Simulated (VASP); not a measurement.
# ScAl (Pm-3m) in VASP: further runs

ScAl is run at these levels: PBEsol; tasks: single point.

Everything below comes from runs of VASP 6.6.1. Logs are shortened: lines on timing, memory, paths and dates and some standing lists are left out, and cuts for length are marked.

### Step 1. The cell of the first run

It takes space group Pm-3m (No. 221, cubic). The conventional cell has a = 3.370 Å, b = 3.370 Å, c = 3.370 Å, α = 90.00°, β = 90.00°, γ = 90.00°. Sc (site symmetry m-3m) has 8 Al at 2.92 Å and 6 Sc at 3.37 Å within 3.8 Å. Within 3.8 Å of Al (site symmetry m-3m) lie 8 Sc at 2.92 Å and 6 Al at 3.37 Å.

### Step 2. Single point, PBEsol

Input file INCAR:

```
SYSTEM = ScAl
  ALGO = Normal
  EDIFF = 1E-6
  ENCUT = 520
  GGA = PS
  ISIF = 2
  ISMEAR = 1
  LASPH = .TRUE.
  LCHARG = .FALSE.
  LREAL = .FALSE.
  LWAVE = .FALSE.
  NBANDS = 14
  NELM = 80
  PREC = Accurate
  SIGMA = 0.15
```

Input file KPOINTS:

```
k-points
0
G
  9 9 9
  0 0 0
```

Input file POSCAR:

```
ScAl
1.0
    3.3703490000      0.0000000000      0.0000000000
    0.0000000000      3.3703490000      0.0000000000
    0.0000000000      0.0000000000      3.3703490000
Sc Al
1 1
Direct
    0.5000000000      0.5000000000      0.5000000000
    0.0000000000      0.0000000000      0.0000000000
```

Potentials or basis: VASP PAW PBE potentials, release 64 (Sc_sv, Al).

Launch:

```bash
$ cat potpaw_PBE.64/Sc_sv/POTCAR potpaw_PBE.64/Al/POTCAR > POTCAR
$ mpirun -np 1 vasp_std > vasp.out
```

OUTCAR:

```text
SYSTEM = ScAl
   EDIFF = 1E-6
   ENCUT = 520
   GGA = PS
   ISIF = 2
   ISMEAR = 1
   LASPH = .TRUE.
   LREAL = .FALSE.
   NELM = 80
   PREC = Accurate

 ion  position               nearest neighbor table
   1  0.500  0.500  0.500-   2 2.92   2 2.92   2 2.92   2 2.92   2 2.92   2 2.92   2 2.92   2 2.92

   2  0.000  0.000  0.000-   1 2.92   1 2.92   1 2.92   1 2.92   1 2.92   1 2.92   1 2.92   1 2.92

  LATTYP: Found a simple cubic cell.
 ALAT       =     3.3703490000

  Lattice vectors:

 A1 = (   3.3703490000,   0.0000000000,   0.0000000000)
 A2 = (   0.0000000000,   3.3703490000,   0.0000000000)
 A3 = (   0.0000000000,   0.0000000000,   3.3703490000)

Analysis of symmetry for initial positions (statically):
=====================================================================
 Subroutine PRICEL returns:
 Original cell was already a primitive cell.

 Routine SETGRP: Setting up the symmetry group for a
 simple cubic supercell.

 Subroutine GETGRP returns: Found 48 space group operations
 (whereof 48 operations were pure point group operations)
 out of a pool of 48 trial point group operations.

The static configuration has the point symmetry O_h .

Analysis of symmetry for dynamics (positions and initial velocities):
=====================================================================
 Subroutine PRICEL returns:
 Original cell was already a primitive cell.

 Routine SETGRP: Setting up the symmetry group for a
 simple cubic supercell.

 Subroutine GETGRP returns: Found 48 space group operations
 (whereof 48 operations were pure point group operations)
 out of a pool of 48 trial point group operations.

The dynamic configuration has the point symmetry O_h .

 Subroutine INISYM returns: Found 48 space group operations
 (whereof 48 operations are pure point group operations),
 and found     1 'primitive' translations

----------------------------------------------------------------------------------------

                                     Primitive cell

  volume of cell :      38.2846

  direct lattice vectors                    reciprocal lattice vectors
     3.370349000  0.000000000  0.000000000     0.296705178  0.000000000  0.000000000
     0.000000000  3.370349000  0.000000000     0.000000000  0.296705178  0.000000000
     0.000000000  0.000000000  3.370349000     0.000000000  0.000000000  0.296705178

  length of vectors
     3.370349000  3.370349000  3.370349000     0.296705178  0.296705178  0.296705178

  position of ions in fractional coordinates (direct lattice)
     0.500000000  0.500000000  0.500000000
     0.000000000  0.000000000  0.000000000

  ion indices of the primitive-cell ions
   primitive index   ion index
                 1           1
                 2           2

----------------------------------------------------------------------------------------

 KPOINTS: k-points

Automatic generation of k-mesh.
 Grid dimensions read from file:
 generate k-points for:    9    9    9

 Generating k-lattice:

  Cartesian coordinates                     Fractional coordinates (reciprocal lattice)
     0.032967242  0.000000000  0.000000000     0.111111111  0.000000000  0.000000000
     0.000000000  0.032967242  0.000000000     0.000000000  0.111111111  0.000000000
     0.000000000  0.000000000  0.032967242     0.000000000  0.000000000  0.111111111

  Length of vectors
     0.032967242  0.032967242  0.032967242

  Shift w.r.t. Gamma in fractional coordinates (k-lattice)
     0.000000000  0.000000000  0.000000000

 Subroutine IBZKPT returns following result:
 ===========================================

 Found     35 irreducible k-points:

 Following reciprocal coordinates:
            Coordinates               Weight
  0.000000  0.000000  0.000000      1.000000
  0.111111  0.000000  0.000000      6.000000
  0.222222  0.000000  0.000000      6.000000
  0.333333  0.000000  0.000000      6.000000
  0.444444  0.000000  0.000000      6.000000
  0.111111  0.111111  0.000000     12.000000
[... 16 lines left out ...]
  0.333333  0.333333  0.111111     24.000000
  0.444444  0.333333  0.111111     48.000000
 [... further k-points ...]
   k-points           NKPTS =     35   k-points in BZ     NKDIM =     35   number of bands    NBANDS=     14
   number of dos      NEDOS =    301   number of ions     NIONS =      2
   total plane-waves  NPLWV =  21952
   dimension x,y,z NGX =    28 NGY =   28 NGZ =   28
   dimension x,y,z NGXF=    56 NGYF=   56 NGZF=   56
   ions per type =               1   1
   NGX,Y,Z   is equivalent  to a cutoff of  13.81, 13.81, 13.81 a.u.
   NGXF,Y,Z  is equivalent  to a cutoff of  27.62, 27.62, 27.62 a.u.
 SYSTEM =  ScAl
   PREC   = accura    normal or accurate (medium, high low for compatibility)
   ISTART =      0    job   : 0-new  1-cont  2-samecut
   ICHARG =      2    charge: 1-file 2-atom 10-const
   ISPIN  =      1    spin polarized calculation?
   LNONCOLLINEAR =      F non collinear calculations
   LSORBIT =      F    spin-orbit coupling
   LASPH  =      T    aspherical Exc in radial PAW
   ENCUT  =  520.0 eV  38.22 Ry    6.18 a.u.   6.27  6.27  6.27*2*pi/ulx,y,z
   NELM   =     80;   NELMIN=  2; NELMDL= -5     # of ELM steps
   EDIFF  = 0.1E-05   stopping-criterion for ELM
   LREAL  =      F    real-space projection
   EDIFFG = 0.1E-04   stopping-criterion for IOM
   NSW    =      0    number of steps for IOM
   IBRION =     -1    ionic relax: 0-MD 1-quasi-New 2-CG
   NFREE  =      0    steps in history (QN), initial steepest desc. (CG)
   ISIF   =      2    stress and relaxation
   ISYM   =      2    0-nonsym 1-usesym 2-fastsym
   POTIM  = 0.5000    time-step for ionic-motion
   TEBEG  =    0.0;   TEEND  =   0.0 temperature during run
   PSTRESS=    0.0 pullay stress
   NELECT =      14.0000    total number of electrons
   NUPDOWN=      -1.0000    fix difference up-down
   EMIN   =  10.00;   EMAX   =-10.00  energy-range for DOS
   EFERMI =   0.00;   METHOD = LEGACY
   ISMEAR =     1;   SIGMA  =   0.15  broadening in eV -4-tet -1-fermi 0-gaus
   EFERMI_NEDOS =   21; number of points for ismear=-14 and -15
   IALGO  =     38    algorithm
   IMIX   =      4    mixing-type and parameters
     AMIX     =   0.40;   BMIX     =  1.00
     AMIX_MAG =   1.60;   BMIX_MAG =  1.00
  volume/ion in A,a.u.               =      19.14       129.18
  Fermi-wavevector in a.u.,A,eV,Ry     =   1.170692  2.212287 18.647052  1.370520
  Thomas-Fermi vector in A             =   2.307147
   LORBIT       =      0    0 simple, 1 ext, 2 COOP (PROOUT), +10 PAW based schemes
   GGA     = PS    functional components
   LHFCALC =     F    Hartree Fock is set to
   AEXX    =    0.0000 exact exchange contribution
   IVDW    =     0    specifies the selected vdW correction
   LEPSILON=     F    determine dielectric tensor
   LRPA    =     F    only Hartree local field effects (RPA)
 non-spin polarized calculation
 Methfessel and Paxton  Order N= 1 SIGMA  =   0.15
  energy-cutoff  :      520.00
  volume of cell :       38.28
 maximum number of plane-waves:      1045
 NGX is ok and might be reduce to    28
   NGX = 13   NGY = 13   NGZ = 13

 number of electron      14.0000002 magnetization

 Free energy of the ion-electron system (eV)
  ---------------------------------------------------
  ext. energy  EPLUGINS =         0.00000000
  ---------------------------------------------------
  free energy    TOTEN  =       -11.62108016 eV

  energy without entropy =      -11.62214539  energy(sigma->0) =      -11.62143524

 E-fermi :   6.0556     XC(G=0): -10.4068

 val. band max:        6.0243178590   @ k =   0.4444   0.1111   0.1111
 cond. band min:       6.1098694392   @ k =   0.4444   0.4444   0.4444
 fundamental gap:      0.0855515802
 Fermi energy:         6.0555880268

 k-point     1 :       0.0000    0.0000    0.0000
  band No.  band energies     occupation
      1     -43.2517      2.00000
      2     -21.9278      2.00000
      3     -21.9278      2.00000
      4     -21.9278      2.00000
      5      -2.4889      2.00000
      6       5.2979      2.00000
      7       5.2979      2.00000
      8       8.6825     -0.00000
      9       8.6825     -0.00000
     10       8.6825     -0.00000
     11       9.7068      0.00000
     12       9.7068      0.00000
     13       9.7068      0.00000
     14      14.5918      0.00000

 k-point     2 :       0.1111    0.0000    0.0000
  band No.  band energies     occupation
      1     -43.2500      2.00000
      2     -21.9494      2.00000
      3     -21.9258      2.00000
      4     -21.9258      2.00000
      5      -2.3123      2.00000
      6       5.1093      2.00000
      7       5.3868      2.00000
      8       8.1863     -0.00000
      9       8.1863     -0.00000
     10       8.7084     -0.00000
     11       9.2660      0.00000
     12      10.3220      0.00000
     13      10.3220      0.00000
     14      14.2844      0.00000

 k-point     3 :       0.2222    0.0000    0.0000
  band No.  band energies     occupation
      1     -43.2455      2.00000
      2     -22.0038      2.00000
      3     -21.9210      2.00000
      4     -21.9210      2.00000
      5      -1.7957      2.00000
      6       4.3454      2.00000
      7       5.6312      2.00047
      8       7.5300     -0.00000
      9       7.5300     -0.00000
     10       8.7752     -0.00000
     11       8.9364     -0.00000
     12      11.3544      0.00000
     13      11.3544      0.00000
     14      13.5198      0.00000
[... 324 lines left out ...]
 k-point    23 :       0.3333    0.3333    0.1111
  band No.  band energies     occupation
      1     -43.2278      2.00000
      2     -22.0461      2.00000
      3     -22.0416      2.00000
      4     -21.9233      2.00000
      5       0.3280      2.00000
      6       3.9091      2.00000
      7       4.3236      2.00000
      8       6.5742     -0.00001
      9       7.1469     -0.00000
     10       7.6917     -0.00000
     11       9.7574      0.00000
     12      10.5392      0.00000
     13      12.2567      0.00000
     14      12.7683      0.00000

 k-point    24 :       0.4444    0.3333    0.1111
  band No.  band energies     occupation
      1     -43.2246      2.00000
      2     -22.0814      2.00000
      3     -22.0385      2.00000
      4     -21.9195      2.00000
      5       0.9430      2.00000
      6       3.2001      2.00000
      7       4.5814      2.00000
      8       6.2475     -0.07007
      9       7.3529     -0.00000
     10       7.6684     -0.00000
     11       9.7228      0.00000
     12      10.6402      0.00000
     13      11.5982      0.00000
     14      12.8133      0.00000

 [... further k-points ...]
[... 5 lines left out ...]
  --------------------------------------------------------------------------------------
  -------------------------------------------------------------------------------------
  Total       -0.4182928     -0.4182928     -0.4182928     -0.0000000     -0.0000000      0.0000000
  in kB      -17.5051721    -17.5051721    -17.5051721     -0.0000000     -0.0000000      0.0000000
  external PRESSURE =     -17.5051721 kB  Pullay stress =       0.0000000 kB

 VOLUME and BASIS-vectors are now :
 -----------------------------------------------------------------------------
  energy-cutoff  :      520.00
  volume of cell :       38.28
      direct lattice vectors                 reciprocal lattice vectors
     3.370349000  0.000000000  0.000000000     0.296705178  0.000000000  0.000000000
     0.000000000  3.370349000  0.000000000     0.000000000  0.296705178  0.000000000
     0.000000000  0.000000000  3.370349000     0.000000000  0.000000000  0.296705178

 POSITION                                       TOTAL-FORCE (eV/Angst)
 -----------------------------------------------------------------------------------
      1.68517      1.68517      1.68517         0.000000      0.000000      0.000000
      0.00000      0.00000      0.00000         0.000000      0.000000      0.000000
 -----------------------------------------------------------------------------------
    total drift:                                0.000000      0.000000      0.000000

  FREE ENERGIE OF THE ION-ELECTRON SYSTEM (eV)
  ---------------------------------------------------
  free  energy   TOTEN  =       -11.6210801634 eV

  energy  without entropy=      -11.6221453925  energy(sigma->0) =      -11.62143524
```

Wall time 12 s (1 thread of Intel Xeon Platinum 8559C (Emerald Rapids), shared host); peak memory 0.16 GiB.

Results:

```yaml
Free_energy: -11.6211 eV
Pressure: -1.8 GPa
Band_gap_on_the_k_mesh: zero (band 7 reaches 6.20 eV, above the bottom of band 8 at 5.53 eV)
```

Caveat: the PAW data sets were made with another functional, which shifts forces and pressure a little.

### Step 3. Single point, PBEsol

This run uses another cell than the first one, of 19.72 Å³/atom, 1.030 times its volume.

Input file INCAR:

```
SYSTEM = ScAl
  PREC = Accurate
  ENCUT = 520
  EDIFF = 1E-6
  ISMEAR = 1
  SIGMA = 0.15
  LREAL = .False.
  LASPH = .True.
  NELM = 60
  ALGO = Normal
  ISIF = 2
  LWAVE = .False.
  LCHARG = .True.
  GGA = PS
  LELF = .True.
  LVHAR = .True.
  NBANDS = 14
```

Input file KPOINTS:

```
regular mesh
0
Gamma
  9 9 9
  0 0 0
```

Input file POSCAR:

```
ScAl
1.0
    3.4037209624      0.0000000000      0.0000000000
    0.0000000000      3.4037209624      0.0000000000
    0.0000000000      0.0000000000      3.4037209624
Sc Al
1 1
Direct
    0.5000000000      0.5000000000      0.5000000000
    0.0000000000      0.0000000000      0.0000000000
```

Potentials or basis: VASP PAW PBE potentials, release 64 (Sc_sv, Al).

Launch:

```bash
$ cat potpaw_PBE.64/Sc_sv/POTCAR potpaw_PBE.64/Al/POTCAR > POTCAR
$ mpirun -np 1 vasp_std > vasp.out
```

Wall time 12 s (1 thread of Intel Xeon Platinum 8559C (Emerald Rapids), shared host); peak memory 0.16 GiB.

The run converged. Its results:

| Quantity | Value |
| --- | --- |
| Free energy | -11.6019 eV |
| Pressure | -3.7 GPa |
| Band gap on the k mesh | zero (band 7 reaches 5.97 eV, above the bottom of band 8 at 5.30 eV) |

Levels at points of the mesh, in eV from the Fermi level:
| k point | band 4 | band 5 | band 6 | band 7 | band 8 | band 9 | band 10 | band 11 |
| --- | --- | --- | --- | --- | --- | --- | --- | --- |
| (0.00, 0.00, 0.00) | -28.06 | -8.41 | -0.70 | -0.70 | 2.55 | 2.55 | 2.55 | 3.55 |

Caveat: the PAW data sets were made with another functional, which shifts forces and pressure a little.

### Step 4. Single point, PBEsol

This run uses another cell than the first one, of 20.29 Å³/atom, 1.060 times its volume.

Input file INCAR:

```
SYSTEM = ScAl
  PREC = Accurate
  ENCUT = 520
  EDIFF = 1E-6
  ISMEAR = 1
  SIGMA = 0.15
  LREAL = .False.
  LASPH = .True.
  NELM = 80
  ALGO = Normal
  ISIF = 2
  LWAVE = .False.
  LCHARG = .False.
  GGA = PS
  NBANDS = 14
```

Input file KPOINTS:

```
Automatic mesh
0
Gamma
  9 9 9
  0 0 0
```

Input file POSCAR:

```
ScAl
1.0
    3.4364510564      0.0000000000      0.0000000000
    0.0000000000      3.4364510564      0.0000000000
    0.0000000000      0.0000000000      3.4364510564
Sc Al
1 1
Direct
    0.5000000000      0.5000000000      0.5000000000
    0.0000000000      0.0000000000      0.0000000000
```

Launch:

```bash
$ cat potpaw_PBE.64/Sc_sv/POTCAR potpaw_PBE.64/Al/POTCAR > POTCAR
$ mpirun -np 1 vasp_std > vasp.out
```

It took 11 s on 1 thread of Intel Xeon Platinum 8559C (Emerald Rapids), shared host; peak memory 0.16 GiB.

Results (log left out):

| Item | Value |
| --- | --- |
| Free energy | -11.5696 eV |
| Pressure | -5.4 GPa |
| Band gap on the k mesh | zero (band 7 reaches 5.76 eV, above the bottom of band 8 at 5.08 eV) |

Levels at points of the mesh, in eV from the Fermi level:
```csv
k point,band 3,band 4,band 5,band 6,band 7,band 8,band 9,band 10,band 11,band 12
"(0.00, 0.00, 0.00)",-28.14,-28.14,-8.29,-0.65,-0.65,2.47,2.47,2.47,3.45,3.45
```

Caveat: the PAW data sets were made with another functional, which shifts forces and pressure a little.

### Step 5. Summary

| cell | gap on the mesh (eV) | pressure (GPa) |
| --- | --- | --- |
| a = 3.370 Å, 2 atoms | none | -1.8 |
| a = 3.404 Å, 2 atoms | none | -3.7 |
| a = 3.436 Å, 2 atoms | none | -5.4 |

Alike in all rows: task single point; level PBEsol; potentials or basis VASP PAW PBE potentials, release 64 (Sc_sv, Al); no spin polarisation; k mesh 9 × 9 × 9; cutoff (eV) 520; smearing methfessel-paxton 0.15 eV.

Caveats: the PAW data sets were made with another functional, which shifts forces and pressure a little.

Total energies depend on the potentials used, so only differences within one code and one set of settings carry meaning.
